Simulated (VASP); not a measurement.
# Cu16B in VASP: single point with PBE+D3(BJ)

Aim: the single point of Cu16B with PBE+D3(BJ).

All numbers are computed with VASP 6.6.1; they aren't measurements. Logs are shortened: lines on timing, memory, paths and dates and some standing lists are left out, and cuts for length are marked.

## Step 1: The cell of the first run

The cell holds a slab with vacuum, 17 atoms: a = 7.220 Å, b = 5.105 Å, c = 14.829 Å, α = 90.00°, β = 90.00°, γ = 90.00°.

## Step 2: Single point, PBE+D3(BJ)

The input, INCAR:

```
PREC = Accurate ; ENCUT = 520
EDIFF = 1E-7 ; ISMEAR = -1
SIGMA = 0.05 ; LREAL = Auto
LASPH = T ; NELM = 80
ALGO = Normal ; ISIF = 2
LWAVE = F ; LCHARG = F
GGA = PE ; IVDW = 12
NBANDS = 104
```

The input, KPOINTS:

```
Automatic mesh
0
Gamma
  2 3 1
```

The input, POSCAR:

```
Cu16B
1.0
    7.2200000000      0.0000000000      0.0000000000
    0.0000000000      5.1053110000      0.0000000000
    0.0000000000      0.0000000000     14.8289830000
Cu B
16 1
Direct
    0.2500000000      0.2500000000      0.0674355000
    0.7500000000      0.2500000000      0.0674355000
    0.2500000000      0.7500000000      0.0674355000
    0.7500000000      0.7500000000      0.0674355000
    0.0081391348     -0.0013964718      0.1474728568
    0.4918123571     -0.0018925929      0.1478770023
    0.0081417366      0.5013839797      0.1474734529
    0.4918103993      0.5018789185      0.1478777620
    0.2510935137      0.2499818229      0.2509108500
    0.7503638646      0.2499873470      0.2223872231
    0.2507255169      0.7499844541      0.2533901726
    0.7508539184      0.7499848986      0.2324777957
   -0.0239404523      0.0057482814      0.3220549643
    0.5273094532      0.0055381316      0.3228491166
   -0.0239336109      0.4942172292      0.3220523156
    0.5273010386      0.4944327945      0.3228480891
    0.7523092581      0.2500056657      0.3539729382
```

Potentials or basis: VASP PAW PBE potentials, release 64 (Cu, B).

Run with:

```sh
$ cat potpaw_PBE.64/Cu/POTCAR potpaw_PBE.64/B/POTCAR > POTCAR
$ mpirun -np 1 vasp_std > vasp.out
```

OUTCAR:

```text
PREC = Accurate
   ENCUT = 520
   EDIFF = 1E-7
   ISMEAR = -1
   LREAL = Auto
   LASPH = T
   NELM = 80
   ISIF = 2
   GGA = PE
   IVDW = 12
 IVDW          = 12

 ion  position               nearest neighbor table
   1  0.250  0.250  0.067-   7 2.47   5 2.47   8 2.47   6 2.47   3 2.55   3 2.55   9 2.72
   2  0.750  0.250  0.067-  10 2.30   4 2.55   4 2.55   7 2.56   5 2.56   8 2.56   6 2.56
   3  0.250  0.750  0.067-   5 2.46   7 2.46   6 2.46   8 2.46   1 2.55   1 2.55  11 2.76
   4  0.750  0.750  0.067-  12 2.45   5 2.55   7 2.55   6 2.55   8 2.55   2 2.55   2 2.55
   5  0.008  0.999  0.147-   3 2.46   1 2.47  10 2.52   7 2.54   4 2.55   2 2.56   7 2.57  12 2.58
                            13 2.60   9 2.66  11 2.67
   6  0.492  0.998  0.148-   3 2.46   1 2.47  10 2.52   8 2.53   4 2.55   2 2.56   8 2.57  12 2.58
                            14 2.61   9 2.65  11 2.66
   7  0.008  0.501  0.147-   3 2.46   1 2.47  10 2.52   5 2.54   4 2.55   2 2.56   5 2.57  12 2.58
                            15 2.60   9 2.66  11 2.67
   8  0.492  0.502  0.148-   3 2.46   1 2.47  10 2.52   6 2.53   4 2.55   2 2.56   6 2.57  12 2.58
                            16 2.61   9 2.65  11 2.66
   9  0.251  0.250  0.251-  11 2.55  11 2.55  15 2.57  13 2.57  16 2.58  14 2.58   6 2.65   8 2.65
                             5 2.66   7 2.66   1 2.72
  10  0.750  0.250  0.222-  17 1.95   2 2.30   5 2.52   7 2.52   6 2.52   8 2.52  14 2.52  16 2.52
                            15 2.53  13 2.53  12 2.56  12 2.56
  11  0.251  0.750  0.253-   9 2.55   9 2.55  15 2.58  13 2.58  16 2.60  14 2.60   8 2.66   6 2.66
                             7 2.67   5 2.67   3 2.76
  12  0.751  0.750  0.232-   4 2.45  14 2.47  16 2.47  13 2.47  15 2.47  10 2.56  10 2.56   7 2.58
                             5 2.58   8 2.58   6 2.58
  13  0.976  0.006  0.322-  17 2.09  12 2.47  15 2.49  10 2.53   9 2.57  11 2.58   5 2.60  15 2.61

  14  0.527  0.006  0.323-  17 2.10  12 2.47  16 2.50  10 2.52   9 2.58  11 2.60   6 2.61  16 2.61

  15  0.976  0.494  0.322-  17 2.09  12 2.47  13 2.49  10 2.53   9 2.57  11 2.58   7 2.60  13 2.61

  16  0.527  0.494  0.323-  17 2.10  12 2.47  14 2.50  10 2.52   9 2.58  11 2.60   8 2.61  14 2.61

  17  0.752  0.250  0.354-  10 1.95  15 2.09  13 2.09  16 2.10  14 2.10

  LATTYP: Found a simple orthorhombic cell.
 ALAT       =     5.1053110000
 B/A-ratio  =     1.4142135513
 C/A-ratio  =     2.9046189351

  Lattice vectors:

 A1 = (   0.0000000000,  -5.1053110000,   0.0000000000)
 A2 = (   7.2200000000,   0.0000000000,   0.0000000000)
 A3 = (   0.0000000000,   0.0000000000,  14.8289830000)

Analysis of symmetry for initial positions (statically):
=====================================================================
 Subroutine PRICEL returns:
 Original cell was already a primitive cell.

 Routine SETGRP: Setting up the symmetry group for a
 simple orthorhombic supercell.

 Subroutine GETGRP returns: Found  1 space group operations
 (whereof  1 operations were pure point group operations)
 out of a pool of  8 trial point group operations.

The static configuration has the point symmetry C_1 .

Analysis of symmetry for dynamics (positions and initial velocities):
=====================================================================
 Subroutine PRICEL returns:
 Original cell was already a primitive cell.

 Routine SETGRP: Setting up the symmetry group for a
 simple orthorhombic supercell.

 Subroutine GETGRP returns: Found  1 space group operations
 (whereof  1 operations were pure point group operations)
 out of a pool of  8 trial point group operations.

The dynamic configuration has the point symmetry C_1 .

 Subroutine INISYM returns: Found  1 space group operations
 (whereof  1 operations are pure point group operations),
 and found     1 'primitive' translations

----------------------------------------------------------------------------------------

                                     Primitive cell

  volume of cell :     546.6014

  direct lattice vectors                    reciprocal lattice vectors
     7.220000000  0.000000000  0.000000000     0.138504155  0.000000000  0.000000000
     0.000000000  5.105311000  0.000000000     0.000000000  0.195874453  0.000000000
     0.000000000  0.000000000 14.828983000     0.000000000  0.000000000  0.067435508

  length of vectors
     7.220000000  5.105311000 14.828983000     0.138504155  0.195874453  0.067435508

  position of ions in fractional coordinates (direct lattice)
     0.250000000  0.250000000  0.067435500
     0.750000000  0.250000000  0.067435500
     0.250000000  0.750000000  0.067435500
     0.750000000  0.750000000  0.067435500
     0.008139135  0.998603528  0.147472857
     0.491812357  0.998107407  0.147877002
[... 9 lines left out ...]
     0.527301039  0.494432794  0.322848089
     0.752309258  0.250005666  0.353972938

  ion indices of the primitive-cell ions
   primitive index   ion index
                 1           1
                 2           2
                 3           3
                 4           4
                 5           5
                 6           6
[... 9 lines left out ...]
                16          16
                17          17

----------------------------------------------------------------------------------------

 KPOINTS: Automatic mesh

Automatic generation of k-mesh.
 Grid dimensions read from file:
 generate k-points for:    2    3    1

 Generating k-lattice:

  Cartesian coordinates                     Fractional coordinates (reciprocal lattice)
     0.069252078  0.000000000  0.000000000     0.500000000  0.000000000  0.000000000
     0.000000000  0.065291484  0.000000000     0.000000000  0.333333333  0.000000000
     0.000000000  0.000000000  0.067435508     0.000000000  0.000000000  1.000000000

  Length of vectors
     0.069252078  0.065291484  0.067435508

  Shift w.r.t. Gamma in fractional coordinates (k-lattice)
     0.000000000  0.000000000  0.000000000

 Subroutine IBZKPT returns following result:
 ===========================================

 Found      4 irreducible k-points:

 Following reciprocal coordinates:
            Coordinates               Weight
  0.000000  0.000000  0.000000      1.000000
  0.500000  0.000000  0.000000      1.000000
  0.000000  0.333333  0.000000      2.000000
  0.500000  0.333333  0.000000      2.000000
   k-points           NKPTS =      4   k-points in BZ     NKDIM =      4   number of bands    NBANDS=    104
   number of dos      NEDOS =    301   number of ions     NIONS =     17
   total plane-waves  NPLWV = 241920
   dimension x,y,z NGX =    54 NGY =   40 NGZ =  112
   dimension x,y,z NGXF=   108 NGYF=   80 NGZF=  224
   ions per type =              16   1
   NGX,Y,Z   is equivalent  to a cutoff of  12.43, 13.03, 12.56 a.u.
   NGXF,Y,Z  is equivalent  to a cutoff of  24.87, 26.05, 25.11 a.u.
 SYSTEM =  unknown system
   PREC   = accura    normal or accurate (medium, high low for compatibility)
   ISTART =      0    job   : 0-new  1-cont  2-samecut
   ICHARG =      2    charge: 1-file 2-atom 10-const
   ISPIN  =      1    spin polarized calculation?
   LNONCOLLINEAR =      F non collinear calculations
   LSORBIT =      F    spin-orbit coupling
   LASPH  =      T    aspherical Exc in radial PAW
   ENCUT  =  520.0 eV  38.22 Ry    6.18 a.u.  13.42  9.49 27.57*2*pi/ulx,y,z
   NELM   =     80;   NELMIN=  2; NELMDL= -5     # of ELM steps
   EDIFF  = 0.1E-06   stopping-criterion for ELM
   LREAL  =      T    real-space projection
   EDIFFG = 0.1E-05   stopping-criterion for IOM
   NSW    =      0    number of steps for IOM
   IBRION =     -1    ionic relax: 0-MD 1-quasi-New 2-CG
   NFREE  =      0    steps in history (QN), initial steepest desc. (CG)
   ISIF   =      2    stress and relaxation
   ISYM   =      2    0-nonsym 1-usesym 2-fastsym
   POTIM  = 0.5000    time-step for ionic-motion
   TEBEG  =    0.0;   TEEND  =   0.0 temperature during run
   PSTRESS=    0.0 pullay stress
   NELECT =     179.0000    total number of electrons
   NUPDOWN=      -1.0000    fix difference up-down
   EMIN   =  10.00;   EMAX   =-10.00  energy-range for DOS
   EFERMI =   0.00;   METHOD = LEGACY
   ISMEAR =    -1;   SIGMA  =   0.05  broadening in eV -4-tet -1-fermi 0-gaus
   EFERMI_NEDOS =   21; number of points for ismear=-14 and -15
   IALGO  =     38    algorithm
   IMIX   =      4    mixing-type and parameters
     AMIX     =   0.40;   BMIX     =  1.00
     AMIX_MAG =   1.60;   BMIX_MAG =  1.00
  volume/ion in A,a.u.               =      32.15       216.98
  Fermi-wavevector in a.u.,A,eV,Ry     =   1.128415  2.132395 17.324581  1.273321
  Thomas-Fermi vector in A             =   2.265105
   LORBIT       =      0    0 simple, 1 ext, 2 COOP (PROOUT), +10 PAW based schemes
   GGA     = PE    functional components
   LHFCALC =     F    Hartree Fock is set to
   AEXX    =    0.0000 exact exchange contribution
   IVDW    =    12    specifies the selected vdW correction
   LEPSILON=     F    determine dielectric tensor
   LRPA    =     F    only Hartree local field effects (RPA)
 non-spin polarized calculation
  energy-cutoff  :      520.00
  volume of cell :      546.60
 maximum number of plane-waves:     14755
 NGX is ok and might be reduce to    54
   NGX = 27   NGY = 19   NGZ = 55

 number of electron     179.0000101 magnetization

 Free energy of the ion-electron system (eV)
  ---------------------------------------------------
  ext. energy  EPLUGINS =         0.00000000
  ---------------------------------------------------
  free energy    TOTEN  =       -58.11793306 eV

  energy without entropy =      -58.04732424  energy(sigma->0) =      -58.08262865

 E-fermi :  -0.2765     XC(G=0):  -5.8443

 val. band max:       -0.3070717973   @ k =   0.5000   0.0000   0.0000
 cond. band min:      -0.2682742317   @ k =   0.0000   0.0000   0.0000
 fundamental gap:      0.0387975656
 Fermi energy:        -0.2765200492

 k-point     1 :       0.0000    0.0000    0.0000
  band No.  band energies     occupation
      1      -9.2938      2.00000
      2      -7.5721      2.00000
      3      -6.0592      2.00000
      4      -5.9333      2.00000
      5      -5.4196      2.00000
      6      -5.3773      2.00000
[... 405 lines left out ...]
    100       3.3158      0.00000
    101       3.5584      0.00000
 [bands above 101 left out]

------------------------ aborting loop because EDIFF is reached ----------------------------------------

 Edisp (eV)   -5.68412

 E8    (eV) :    -2.5503

  FORCE on cell =-STRESS in cart. coord.  units (eV):
  Direction    XX          YY          ZZ          XY          YZ          ZX
  --------------------------------------------------------------------------------------
  -------------------------------------------------------------------------------------
  Total     -12.87595   -11.10300     0.11865     0.00007     0.00048    -0.15504
  in kB     -37.74150   -32.54470     0.34777     0.00021     0.00141    -0.45445
  external pressure =      -23.31 kB  Pullay stress =        0.00 kB

 VOLUME and BASIS-vectors are now :
 -----------------------------------------------------------------------------
  energy-cutoff  :      520.00
  volume of cell :      546.60
      direct lattice vectors                 reciprocal lattice vectors
     7.220000000  0.000000000  0.000000000     0.138504155  0.000000000  0.000000000
     0.000000000  5.105311000  0.000000000     0.000000000  0.195874453  0.000000000
     0.000000000  0.000000000 14.828983000     0.000000000  0.000000000  0.067435508

 POSITION                                       TOTAL-FORCE (eV/Angst)
 -----------------------------------------------------------------------------------
      1.80500      1.27633      1.00000         0.014845     -0.000097      0.231630
      5.41500      1.27633      1.00000        -0.008689      0.000012     -0.584735
      1.80500      3.82898      1.00000         0.005474     -0.000073      0.214801
      5.41500      3.82898      1.00000        -0.006076     -0.000069      0.091951
      0.05876      5.09818      2.18687         0.008328     -0.012905     -0.008659
      3.55089      5.09565      2.19287         0.010924      0.008771     -0.011638
[... 9 lines left out ...]
      3.80711      2.52423      4.78751        -0.032586      0.025892      0.020133
      5.43167      1.27636      5.24906        -0.023897     -0.000337      0.042972
 -----------------------------------------------------------------------------------
    total drift:                               -0.000772     -0.000027     -0.006091

  FREE ENERGIE OF THE ION-ELECTRON SYSTEM (eV)
  ---------------------------------------------------
  free  energy   TOTEN  =       -63.8020541776 eV

  energy  without entropy=      -63.7314453670  energy(sigma->0) =      -63.76674977
```

Run time: 12 min. Hardware: 1 thread of Intel Xeon Platinum 8488C (Sapphire Rapids), shared host; peak memory 0.58 GiB.

Results:

- Free energy: -63.8021 eV
- Largest force: 0.585 eV/Å
- Band gap on the k mesh: zero (an odd number of electrons rules out a gap without spin polarisation)
- Dispersion energy per atom: -0.334 eV

Forces on the atoms (eV/Å):
```
Cu   0.015  0.000  0.232
Cu  -0.009  0.000 -0.585
Cu   0.005  0.000  0.215
Cu  -0.006  0.000  0.092
Cu   0.008 -0.013 -0.009
Cu   0.011  0.009 -0.012
Cu   0.008  0.013 -0.009
Cu   0.011 -0.009 -0.012
Cu   0.017  0.000 -0.013
Cu  -0.006  0.000 -0.067
Cu   0.019  0.000 -0.018
Cu  -0.006  0.000  0.011
Cu   0.010 -0.040  0.046
Cu  -0.033 -0.026  0.020
Cu   0.010  0.041  0.046
Cu  -0.033  0.026  0.020
B   -0.024  0.000  0.043
```

Caveat: the k points lie up to 0.44 Å⁻¹ apart, too coarse for converged energies and pressures of a metal; there is no dipole correction, which matters where the two faces differ.

The gap in the log of VASP goes by the Fermi energy; the results here count the filled bands.